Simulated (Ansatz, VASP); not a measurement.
**InSe in VASP and in Ansatz**

```
CELL_PARAMETERS angstrom
5.98526 -2.09610 0.00000
5.98526 2.09610 0.00000
-1.63140 0.00000 4.32366
ATOMIC_POSITIONS crystal
In 0.88400 0.88400 0.00500
In 0.11600 0.11600 0.99500
Se 0.66000 0.66000 0.64200
Se 0.34000 0.34000 0.35800
```

Change from the starting cell: equal xx and yy strain of +2 %.

Alike in both runs: task single point; functional PBEsol; k mesh 7 × 7 × 6; occupations fermi-dirac, width 0.02 eV; no spin polarisation.

```csv
,VASP,Ansatz
version,VASP 6.6.1,Ansatz 0.2.0
potentials or method,"VASP PAW PBE potentials, release 64 (In_d, Se), cutoff 520 eV","all-electron LAPW, scalar-relativistic"
```

Ansatz gave:

- gap on the k mesh at the Fermi level (eV): 0.75
- pressure (GPa): -2.4
- traceless stress, the component that is largest in VASP (GPa): 1.87
- rms of the force components (eV/Å): 0.329

Task: Which values does VASP return?

Result: gap on the k mesh at the Fermi level (eV): 0.75; pressure (GPa): -2.3; traceless stress, the component that is largest in VASP (GPa): 1.89; rms of the force components (eV/Å): 0.328.

VASP's potentials were made for PBE, not for PBEsol. Atom by atom the forces differ by 0.008 eV/Å (rms over components). Ansatz ran all-electron here, and VASP with PAW potentials.
